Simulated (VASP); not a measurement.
Wanted: the native input for a VASP 6.6.1 run.

| Item | Value |
| --- | --- |
| Task | single point |
| Functional | r2SCAN |
| Potentials or basis | VASP PAW PBE potentials, release 64 (Pt, Se) |
| Cutoff | 520 eV |
| k mesh | 12 × 12 × 6 |
| Occupations | gaussian, width 0.02 eV |
| Spin | no spin polarisation |
| Dipole correction | no |
| Further INCAR settings | ALGO = Normal; EDIFF = 1e-07; NBANDS = 18 |

PtSe2 (Sudovikovite):

```
CELL_PARAMETERS angstrom
3.71775 0.00000 0.00000
-1.85888 3.21967 0.00000
0.00000 0.00000 5.81555
ATOMIC_POSITIONS crystal
Pt 0.00000 0.00000 0.00000
Se 0.33333 0.66667 0.22542
Se 0.66667 0.33333 0.77458
```

The input as run:

POSCAR

```
PtSe2
1.0
    3.7177548348      0.0000000000      0.0000000000
   -1.8588774174      3.2196701320      0.0000000000
    0.0000000000      0.0000000000      5.8155467378
Pt Se
1 2
Direct
    0.0000000000      0.0000000000      0.0000000000
    0.3333333333      0.6666666667      0.2254163915
    0.6666666667      0.3333333333      0.7745836085
```

INCAR.step1

```
PREC = Accurate
ENCUT = 520
ISMEAR = 0
SIGMA = 0.02
LREAL = False
LASPH = True
NELM = 100
NBANDS = 18
GGA = PE
ALGO = Normal
EDIFF = 1E-4
LWAVE = True
LCHARG = False
```

INCAR.step2

```
PREC = Accurate
ENCUT = 520
EDIFF = 1E-7
ISMEAR = 0
SIGMA = 0.02
LREAL = False
LASPH = True
NELM = 100
ALGO = Normal
ISIF = 2
LWAVE = False
LCHARG = False
METAGGA = R2SCAN
LMIXTAU = True
NBANDS = 18
ISTART = 1
```

KPOINTS

```
regular mesh
0
Gamma
  12 12 6
```

Potentials or basis: VASP PAW PBE potentials, release 64 (Pt, Se).

Run with:

```sh
$ cat potpaw_PBE.64/Pt/POTCAR potpaw_PBE.64/Se/POTCAR > POTCAR
$ cp INCAR.step1 INCAR
$ mpirun -np 1 vasp_std > vasp.out
$ cp INCAR.step2 INCAR
$ mpirun -np 1 vasp_std > vasp.out
```

Results of the run:

- Pressure: 0.1 GPa
- Largest force: 0.010 eV/Å
- Band gap on the k mesh: 0.57 eV, indirect (least direct gap 0.94 eV)

Caveat: the PAW data sets were made with another functional, which shifts forces and pressure a little; spin-orbit coupling is left out, which moves the levels of the heavy elements.

Wall time 3.4 min on 1 thread of Intel(R) Xeon(R) 6975P-C (Granite Rapids), with other jobs on the host, peak memory 0.29 GiB.
